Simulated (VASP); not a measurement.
# Li2Se (Fm-3m) in VASP: further runs

The runs below take Li2Se through single point, with PBEsol, LDA.

Program: VASP 6.6.1. These are calculated values, not measurements. Logs are shortened: lines on timing, memory, paths and dates and some standing lists are left out, and cuts for length are marked.

### Step 1. The cell of the first run

It takes space group Fm-3m (No. 225, cubic). The conventional cell has a = 5.945 Å, b = 5.945 Å, c = 5.945 Å, α = 90.00°, β = 90.00°, γ = 90.00°. Within 3.4 Å of Li (site symmetry -43m) lie 4 Se at 2.57 Å and 6 Li at 2.97 Å. Within 3.4 Å of Se (site symmetry m-3m) lie 8 Li at 2.57 Å.

### Step 2. Single point, PBEsol

The input, INCAR:

```
  PREC = Accurate
  ENCUT = 750
  EDIFF = 1E-6
  ISMEAR = -1
  SIGMA = 0.02
  LREAL = F
  LASPH = T
  NELM = 120
  ALGO = Normal
  ISIF = 2
  LWAVE = F
  LCHARG = F
  GGA = PS
  NBANDS = 13
  GGA_COMPAT = F
```

The input, KPOINTS:

```
Automatic mesh
0
Gamma
  6 6 6
```

The input, POSCAR:

```
Li2Se
1.0
    0.0000000000      2.9724544915      2.9724544915
    2.9724544915      0.0000000000      2.9724544915
    2.9724544915      2.9724544915      0.0000000000
Li Se
2 1
Direct
    0.2500000000      0.2500000000      0.2500000000
    0.7500000000      0.7500000000      0.7500000000
    0.0000000000      0.0000000000      0.0000000000
```

Potentials or basis: VASP PAW PBE potentials, release 64 (Li_sv, Se).

Command:

```console
cat potpaw_PBE.64/Li_sv/POTCAR potpaw_PBE.64/Se/POTCAR > POTCAR
mpirun -np 1 vasp_std > vasp.out
```

OUTCAR:

```text
PREC = Accurate
   ENCUT = 750
   EDIFF = 1E-6
   ISMEAR = -1
   LREAL = F
   LASPH = T
   NELM = 120
   ISIF = 2
   GGA = PS

 ion  position               nearest neighbor table
   1  0.250  0.250  0.250-   3 2.57   3 2.57   3 2.57   3 2.57
   2  0.750  0.750  0.750-   3 2.57   3 2.57   3 2.57   3 2.57
   3  0.000  0.000  0.000-   2 2.57   2 2.57   2 2.57   1 2.57   1 2.57   1 2.57   2 2.57   1 2.57

  LATTYP: Found a face centered cubic cell.
 ALAT       =     5.9449089830

  Lattice vectors:

 A1 = (   0.0000000000,   2.9724544915,   2.9724544915)
 A2 = (   2.9724544915,   0.0000000000,   2.9724544915)
 A3 = (   2.9724544915,   2.9724544915,   0.0000000000)

Analysis of symmetry for initial positions (statically):
=====================================================================
 Subroutine PRICEL returns:
 Original cell was already a primitive cell.

 Routine SETGRP: Setting up the symmetry group for a
 face centered cubic supercell.

 Subroutine GETGRP returns: Found 48 space group operations
 (whereof 48 operations were pure point group operations)
 out of a pool of 48 trial point group operations.

The static configuration has the point symmetry O_h .

Analysis of symmetry for dynamics (positions and initial velocities):
=====================================================================
 Subroutine PRICEL returns:
 Original cell was already a primitive cell.

 Routine SETGRP: Setting up the symmetry group for a
 face centered cubic supercell.

 Subroutine GETGRP returns: Found 48 space group operations
 (whereof 48 operations were pure point group operations)
 out of a pool of 48 trial point group operations.

The dynamic configuration has the point symmetry O_h .

 Subroutine INISYM returns: Found 48 space group operations
 (whereof 48 operations are pure point group operations),
 and found     1 'primitive' translations

----------------------------------------------------------------------------------------

                                     Primitive cell

  volume of cell :      52.5262

  direct lattice vectors                    reciprocal lattice vectors
     0.000000000  2.972454492  2.972454492    -0.168211154  0.168211154  0.168211154
     2.972454492  0.000000000  2.972454492     0.168211154 -0.168211154  0.168211154
     2.972454492  2.972454492  0.000000000     0.168211154  0.168211154 -0.168211154

  length of vectors
     4.203685455  4.203685455  4.203685455     0.291350265  0.291350265  0.291350265

  position of ions in fractional coordinates (direct lattice)
     0.250000000  0.250000000  0.250000000
     0.750000000  0.750000000  0.750000000
[... 84 lines left out ...]
   EFERMI =   0.00;   METHOD = LEGACY
   ISMEAR =    -1;   SIGMA  =   0.02  broadening in eV -4-tet -1-fermi 0-gaus
   EFERMI_NEDOS =   21; number of points for ismear=-14 and -15
   IALGO  =     38    algorithm
   IMIX   =      4    mixing-type and parameters
     AMIX     =   0.40;   BMIX     =  1.00
     AMIX_MAG =   1.60;   BMIX_MAG =  1.00
  volume/ion in A,a.u.               =      17.51       118.15
  Fermi-wavevector in a.u.,A,eV,Ry     =   1.000791  1.891221 13.627357  1.001583
  Thomas-Fermi vector in A             =   2.133171
   LORBIT       =      0    0 simple, 1 ext, 2 COOP (PROOUT), +10 PAW based schemes
   GGA     = PS    functional components
   LHFCALC =     F    Hartree Fock is set to
   AEXX    =    0.0000 exact exchange contribution
   IVDW    =     0    specifies the selected vdW correction
   LEPSILON=     F    determine dielectric tensor
   LRPA    =     F    only Hartree local field effects (RPA)
 non-spin polarized calculation
  energy-cutoff  :      750.00
  volume of cell :       52.53
 maximum number of plane-waves:      2475
 NGX is ok and might be reduce to    40
   NGX = 19   NGY = 19   NGZ = 19

 number of electron      12.0000000 magnetization

 Free energy of the ion-electron system (eV)
  ---------------------------------------------------
  ext. energy  EPLUGINS =         0.00000000
  ---------------------------------------------------
  free energy    TOTEN  =       -11.55942417 eV

  energy without entropy =      -11.55942417  energy(sigma->0) =      -11.55942417

 E-fermi :   1.5013     XC(G=0):  -8.4917

 val. band max:        1.0916090920   @ k =   0.0000   0.0000   0.0000
 cond. band min:       3.9000022058   @ k =   0.5000   0.5000   0.0000
 fundamental gap:      2.8083931138
 Fermi energy:         1.5013172222

 k-point     1 :       0.0000    0.0000    0.0000
  band No.  band energies     occupation
      1     -42.8802      2.00000
      2     -42.8513      2.00000
      3     -10.3992      2.00000
      4       1.0916      2.00000
      5       1.0916      2.00000
      6       1.0916      2.00000
      7       4.4556      0.00000
      8       6.6707      0.00000
      9       6.6707      0.00000
     10       6.6707      0.00000
     11      11.7223      0.00000
     12      11.7223      0.00000
     13      12.0156      0.00000
[... 226 lines left out ...]
  band No.  band energies     occupation
      1     -42.8674      2.00000
      2     -42.8626      2.00000
      3      -9.8865      2.00000
      4      -1.0938      2.00000
      5      -0.6955      2.00000
      6      -0.6724      2.00000
      7       5.2330      0.00000
      8       8.1861      0.00000
      9       8.6585      0.00000
     10      10.4502      0.00000
     11      11.8744      0.00000
     12      12.7739      0.00000
     13      13.1705      0.00000

------------------------ aborting loop because EDIFF is reached ----------------------------------------

  FORCE on cell =-STRESS in cart. coord.  units (eV):
  Direction    XX          YY          ZZ          XY          YZ          ZX
  --------------------------------------------------------------------------------------
  -------------------------------------------------------------------------------------
  Total        0.0054999      0.0054999      0.0054999      0.0000000      0.0000000      0.0000000
  in kB        0.1677591      0.1677591      0.1677591      0.0000000      0.0000000      0.0000000
  external PRESSURE =       0.1677591 kB  Pullay stress =       0.0000000 kB

 VOLUME and BASIS-vectors are now :
 -----------------------------------------------------------------------------
  energy-cutoff  :      750.00
  volume of cell :       52.53
      direct lattice vectors                 reciprocal lattice vectors
     0.000000000  2.972454492  2.972454492    -0.168211154  0.168211154  0.168211154
     2.972454492  0.000000000  2.972454492     0.168211154 -0.168211154  0.168211154
     2.972454492  2.972454492  0.000000000     0.168211154  0.168211154 -0.168211154

 POSITION                                       TOTAL-FORCE (eV/Angst)
 -----------------------------------------------------------------------------------
      1.48623      1.48623      1.48623         0.000000      0.000000     -0.000000
      4.45868      4.45868      4.45868        -0.000000     -0.000000      0.000000
      0.00000      0.00000      0.00000        -0.000000     -0.000000     -0.000000
 -----------------------------------------------------------------------------------
    total drift:                                0.000000     -0.000000      0.000000

  FREE ENERGIE OF THE ION-ELECTRON SYSTEM (eV)
  ---------------------------------------------------
  free  energy   TOTEN  =       -11.5594241697 eV

  energy  without entropy=      -11.5594241697  energy(sigma->0) =      -11.55942417
```

stdout:

```text
POSCAR found type information on POSCAR LiSe
 POSCAR found :  2 types and       3 ions
 scaLAPACK will be used
 -----------------------------------------------------------------------------
|                                                                             |
|                                                                             |
|     You enforced a specific xc type in the INCAR file but a different       |
|     I HOPE YOU KNOW WHAT YOU ARE DOING!                                     |
|                                                                             |
 -----------------------------------------------------------------------------

 LDA part: xc-table for (Slater+PW92), standard interpolation
 POSCAR, INCAR and KPOINTS ok, starting setup
 FFT: planning ... GRIDC
 FFT: planning ... GRID_SOFT
 FFT: planning ... GRID
 WAVECAR not read
 entering main loop
```

It took 13 s on 1 thread of Intel Xeon 6975P-C (Granite Rapids), shared host; peak memory 0.23 GiB.

Results:

```
Free energy            : -11.5594 eV
Pressure               : 0.0 GPa
Band gap on the k mesh : 2.81 eV (least direct gap 3.36 eV)
```

Caveat: the PAW data sets were made with another functional, which shifts forces and pressure a little.

### Step 3. Single point, LDA

This run uses another cell than the first one, of 16.66 Å³/atom.

The input, INCAR:

```
PREC = Accurate
ENCUT = 750
EDIFF = 1E-6
ISMEAR = -1
SIGMA = 0.02
LREAL = F
LASPH = T
NELM = 120
ALGO = Normal
ISIF = 2
LWAVE = F
LCHARG = F
GGA = CA
NBANDS = 13
GGA_COMPAT = F
```

The input, KPOINTS:

```
regular mesh
0
Gamma
  6 6 6
```

The input, POSCAR:

```
Li2Se
1.0
    0.0000000000      2.9237169848      2.9237169848
    2.9237169848      0.0000000000      2.9237169848
    2.9237169848      2.9237169848      0.0000000000
Li Se
2 1
Direct
    0.2500000000      0.2500000000      0.2500000000
    0.7500000000      0.7500000000      0.7500000000
    0.0000000000      0.0000000000      0.0000000000
```

Potentials or basis: VASP PAW LDA potentials, release 64 (Li_sv, Se).

Command:

```console
cat potpaw_LDA.64/Li_sv/POTCAR potpaw_LDA.64/Se/POTCAR > POTCAR
mpirun -np 1 vasp_std > vasp.out
```

Run time: 12 s. Hardware: 1 thread of Intel Xeon 6975P-C (Granite Rapids), shared host; peak memory 0.19 GiB.

Results (log left out):

- Free energy: -12.1784 eV
- Pressure: 0.0 GPa
- Band gap on the k mesh: 2.74 eV (least direct gap 3.55 eV)

Levels at points of the mesh, in eV from the valence-band top:
```
           k point  band 4  band 5  band 6  band 7  band 8  band 9
(0.00, 0.00, 0.00)    0.00    0.00    0.00    3.55    5.50    5.50
(0.50, 0.00, 0.00)   -3.22   -0.60   -0.60    5.30    5.85    5.85
(0.50, 0.50, 0.00)   -2.47   -1.64   -1.64    2.74    6.31   10.64
```
